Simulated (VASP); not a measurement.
# RbBr: relaxation of the atoms with r2SCAN

RbBr:

```xyz
2
Lattice="0.0000 2.5464 2.5464 2.5464 0.0000 2.5464 2.5464 2.5464 0.0000" Properties=species:S:1:pos:R:3 pbc="T T T"
Rb    0.0000    0.0000    0.0000
Br    2.5464    2.5464    2.5464
```

* Program: VASP 6.6.1
* Task: relaxation of the atoms
* Functional: r2SCAN
* Potentials or basis: VASP PAW PBE potentials, release 64 (Rb_sv, Br)
* Cutoff: 520 eV
* k mesh: 7 × 7 × 7
* Occupations: fermi-dirac, width 0.03 eV
* Spin: no spin polarisation
* Dipole correction: no
* Further INCAR settings: ALGO = Normal; EDIFF = 1e-07; IBRION = 2; EDIFFG = -0.01; NSW = 50

```
Pressure after relaxing : 126.5 GPa
Band gap on the k mesh  : 1.31 eV (least direct gap 1.72 eV)
```

Final structure:
```
CELL_PARAMETERS angstrom
0.00000 2.54637 2.54637
2.54637 0.00000 2.54637
2.54637 2.54637 0.00000
ATOMIC_POSITIONS crystal
Rb 0.00000 0.00000 0.00000
Br 0.50000 0.50000 0.50000
```

Levels at points of the mesh, in eV from the valence-band top:
| k point | band 5 | band 6 | band 7 | band 8 | band 9 | band 10 | band 11 | band 12 |
| --- | --- | --- | --- | --- | --- | --- | --- | --- |
| (0.00, 0.00, 0.00) | -10.22 | -1.20 | -1.20 | -1.20 | 4.66 | 4.66 | 4.66 | 6.74 |

It took 23 s on 1 thread of Intel(R) Xeon(R) 6975P-C (Granite Rapids), on a shared host, peak memory 0.16 GiB.

Caveat: the relaxation stopped at its first step, so nothing moved; the PAW data sets were made with another functional, which shifts forces and pressure a little; an odd mesh through Γ misses points on the zone boundary, where band edges can lie.
